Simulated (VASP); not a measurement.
Set up this calculation in VASP 6.6.1, as the native input.

| Property | Result |
| --- | --- |
| Task | relaxation of cell and atoms |
| Functional | PBEsol |
| Potentials or basis | VASP PAW PBE potentials, release 64 (As, Ga_d) |
| Cutoff | 600 eV |
| k mesh | 8 × 8 × 8 |
| Occupations | fermi-dirac, width 0.05 eV |
| Spin | no spin polarisation |
| Dipole correction | no |
| Further INCAR settings | ALGO = Normal; EDIFF = 1e-06; IBRION = 2; EDIFFG = -0.01; NSW = 60; ISIF = 3 |

The structure of GaAs lies in POSCAR:

```
GaAs
1.0
    0.0000000000      2.8268500000      2.8268500000
    2.8268500000      0.0000000000      2.8268500000
    2.8268500000      2.8268500000      0.0000000000
As Ga
1 1
Direct
    0.7500000000      0.7500000000      0.7500000000
    0.0000000000      0.0000000000      0.0000000000
```

One way to write it, as run:

INCAR

```
PREC     = Accurate       # precision mode
ENCUT    = 600            # plane-wave cutoff, eV
EDIFF    = 1E-6           # SCF threshold, eV
ISMEAR   = -1             # smearing method
SIGMA    = 0.05           # smearing width, eV
LREAL    = F              # projectors in reciprocal space
LASPH    = T              # aspherical terms in the spheres
NELM     = 60             # most SCF steps
ALGO     = Normal         # electronic algorithm
ISIF     = 3              # what is computed and relaxed
LWAVE    = F              # write WAVECAR
LCHARG   = F              # write CHGCAR
GGA      = PS             # functional
IBRION   = 2              # ionic algorithm
NSW      = 60             # ionic steps
EDIFFG   = -0.01          # ionic threshold
```

KPOINTS

```
regular mesh
0
Gamma
  8 8 8
```

Potentials or basis: VASP PAW PBE potentials, release 64 (As, Ga_d).

The run is started by

```bash
$ cat potpaw_PBE.64/As/POTCAR potpaw_PBE.64/Ga_d/POTCAR > POTCAR
$ mpirun -np 1 vasp_std > vasp.out
```

Results of the run:

The relaxed volume is 22.69 Å³/atom, the relaxed cell is a = 4.004 Å, b = 4.004 Å, c = 4.004 Å, α = 60.00°, β = 60.00°, γ = 60.00° and the space group after relaxing (to 0.1 Å) is F-43m (No. 216). The energy gained by relaxing is 0.1 meV/atom. The ionic steps are 3 and the pressure after relaxing is 0.0 GPa. The band gap on the k mesh is 0.42 eV.

Caveat: semilocal functionals underestimate gaps, and a narrow one can read as zero; the PAW data sets were made with another functional, which shifts forces and pressure a little.

Run time: 41 s on 1 thread of Intel Xeon 8259CL, on a shared host, peak memory 0.2 GiB.
